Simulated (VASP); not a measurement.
Runs of VASP 6.6.1 on Pt. The structure is that of space group Fm-3m (No. 225), or close to it. The cells are those of the table. 

```tsv
cell	gap on the mesh (eV)	pressure (GPa)
a = 2.873, b = 2.873, c = 2.907 Å, angles 59.6, 59.6, 60.8°, 1 atom	none	-25.2
a = 2.839, b = 2.839, c = 2.769 Å, angles 60.8, 60.8, 58.4°, 1 atom	none	-11.9
a = 2.804, b = 2.804, c = 2.769 Å, angles 60.4, 60.4, 59.2°, 1 atom	none	(a)
a = 2.873, b = 2.873, c = 2.838 Å, angles 60.4, 60.4, 59.2°, 1 atom	none	-21.5
```

Alike in all rows: task single point; level PBEsol; potentials or basis VASP PAW PBE potentials, release 64 (Pt); no spin polarisation; k mesh 20 × 20 × 20; cutoff (eV) 520; smearing gaussian 0.15 eV.

Problem. Fill in the values left out.

Solution. (a) -6.5.

Caveats: the PAW data sets were made with another functional, which shifts forces and pressure a little; spin-orbit coupling is left out, which moves the levels of the heavy elements.

A k mesh can miss the band edges, and the runs leave out spin-orbit coupling on Pt.

A gap of «none» marks levels without a gap at the run's occupations.
